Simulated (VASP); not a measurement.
## MoH5: relaxation of cell and atoms with PBE

MoH5:

```
H Mo
1.0
     2.70043    0.00000    0.00000
     0.00000    2.70043    0.00000
     0.00000    0.00000    4.82581
H Mo
5 1
Direct
  0.50000 0.50000 0.41182
  0.50000 0.50000 0.58818
  0.00000 0.00000 0.30266
  0.00000 0.00000 0.69734
  0.00000 0.00000 0.50000
  0.50000 0.50000 0.00000
```

The cell was built from a structure type or drawn by symmetry, and may not be a known phase.

```json
{
 "Program": "VASP 6.6.1",
 "Task": "relaxation of cell and atoms",
 "Functional": "PBE",
 "Potentials or basis": "VASP PAW PBE potentials, release 64 (H, Mo_sv)",
 "Cutoff": "600 eV",
 "k mesh": "14 × 14 × 8",
 "Occupations": "gaussian, width 0.1 eV",
 "Spin": "no spin polarisation",
 "Dipole correction": "no",
 "Further INCAR settings": "ALGO = Normal; EDIFF = 1e-06; IBRION = 2; EDIFFG = -0.01; NSW = 100; ISIF = 3"
}
```

```
Relaxed volume                        : 5.89 Å³/atom
Relaxed cell                          : a = 2.719 Å, b = 2.719 Å, c = 4.784 Å, α = 90.00°, β = 90.00°, γ = 90.00°
Space group after relaxing (to 0.1 Å) : P4/mmm (No. 123)
Energy gained by relaxing             : 0.9 meV/atom
Ionic steps                           : 7
Pressure after relaxing               : -0.1 GPa
Largest force after relaxing          : 0.008 eV/Å
Band gap on the k mesh                : zero (an odd number of electrons rules out a gap without spin polarisation)
```

Forces on the atoms (eV/Å):
```
H    0.000  0.000 -0.008
H    0.000  0.000  0.008
H    0.000  0.000  0.003
H    0.000  0.000 -0.003
H    0.000  0.000  0.000
Mo   0.000  0.000  0.000
```

The path:
```csv
step,energy change (eV),largest force (eV/Å),pressure (GPa),volume (Å³)
1,0.0000,0.0879,0.41,35.19
2,-0.0034,0.1037,0.49,35.27
3,-0.0034,0.1281,0.50,35.28
4,-0.0050,0.0464,-0.10,35.41
5,-0.0050,0.0401,-0.22,35.44
6,-0.0052,0.0210,-0.18,35.41
7,-0.0053,0.0079,-0.06,35.37
```

Final structure:
```
H Mo
1.0
     2.71903    0.00000    0.00000
     0.00000    2.71903    0.00000
     0.00000    0.00000    4.78389
H Mo
5 1
Direct
  0.50000 0.50000 0.41171
  0.50000 0.50000 0.58829
  0.00000 0.00000 0.30035
  0.00000 0.00000 0.69965
  0.00000 0.00000 0.50000
  0.50000 0.50000 0.00000
```

Levels at points of the mesh, in eV from the Fermi level:
```tsv
k point	band 5	band 6	band 7	band 8	band 9	band 10	band 11	band 12	band 13
(0.00, 0.00, 0.00)	-12.64	-5.42	-4.75	-3.44	-1.25	1.42	1.42	2.03	3.04
(0.50, 0.00, 0.00)	-8.75	-8.33	-5.15	-2.89	0.43	1.92	2.27	2.61	2.89
(0.50, 0.50, 0.00)	-8.03	-6.89	-3.09	-1.83	-1.83	-0.86	3.13	3.24	3.24
(0.00, 0.00, 0.50)	-12.00	-7.62	-3.43	-3.24	-2.35	1.33	1.33	3.04	4.98
(0.50, 0.00, 0.50)	-9.08	-7.49	-3.68	-2.95	-1.90	-1.11	0.44	1.88	6.78
(0.50, 0.50, 0.50)	-7.15	-6.01	-5.77	-2.21	-2.21	-0.74	2.63	4.91	5.89
```

Wall time 2.1 min on 1 thread of AMD EPYC 9R45 96-Core Processor (Zen 5), on a shared host, peak memory 0.22 GiB.
